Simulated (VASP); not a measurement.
Wanted: the native input for a VASP 6.6.1 run.

```yaml
Task: relaxation of cell and atoms
Functional: PBE
Potentials_or_basis: VASP PAW PBE potentials, release 64 (Zn, O)
Cutoff: 600 eV
k_mesh: 12 × 12 × 4
Occupations: gaussian, width 0.02 eV
Spin: no spin polarisation
Dipole_correction: no
Further_INCAR_settings: ALGO = Normal; EDIFF = 1e-06; IBRION = 2; EDIFFG = -0.01; NSW = 100; ISIF = 3
```

The structure of ZnO lies in POSCAR:

```
ZnO
1.0
    3.2777674920     -0.0000000029      0.0000000000
   -1.6388837435      2.8386299173      0.0000000000
    0.0000000000      0.0000000000      7.6528274211
Zn O
2 2
Direct
    0.0000000000      0.0000000000      0.7500000000
    0.0000000000      0.0000000000      0.2500000000
    0.3333333333      0.6666666667      0.2500000000
    0.6666666667      0.3333333333      0.7500000000
```

The input as run:

INCAR

```
PREC = Accurate ; ENCUT = 600
EDIFF = 1E-6 ; ISMEAR = 0
SIGMA = 0.02 ; LREAL = F
LASPH = T ; NELM = 100
ALGO = Normal ; ISIF = 3
LWAVE = F ; LCHARG = F
GGA = PE ; IBRION = 2
NSW = 100 ; EDIFFG = -0.01
```

KPOINTS

```
Automatic mesh
0
Gamma
  12 12 4
```

Potentials or basis: VASP PAW PBE potentials, release 64 (Zn, O).

Command:

```console
$ cat potpaw_PBE.64/Zn/POTCAR potpaw_PBE.64/O/POTCAR > POTCAR
$ mpirun -np 1 vasp_std > vasp.out
```

Results of the run:

```yaml
Relaxed_volume: 16.76 Å³/atom
Relaxed_cell: a = 3.286 Å, b = 3.286 Å, c = 7.169 Å, α = 90.00°, β = 90.00°, γ = 120.00°
Space_group_after_relaxing_to_0.1_Å: P6_3/mmc (No. 194)
Energy_gained_by_relaxing: 0.9 meV/atom
Ionic_steps: 23
Pressure_after_relaxing: 0.1 GPa
Band_gap_on_the_k_mesh: 0.83 eV
```

Run time: 22 min on 1 thread of AMD EPYC 7R13 Processor (Zen 3), on a shared host, peak memory 0.25 GiB.
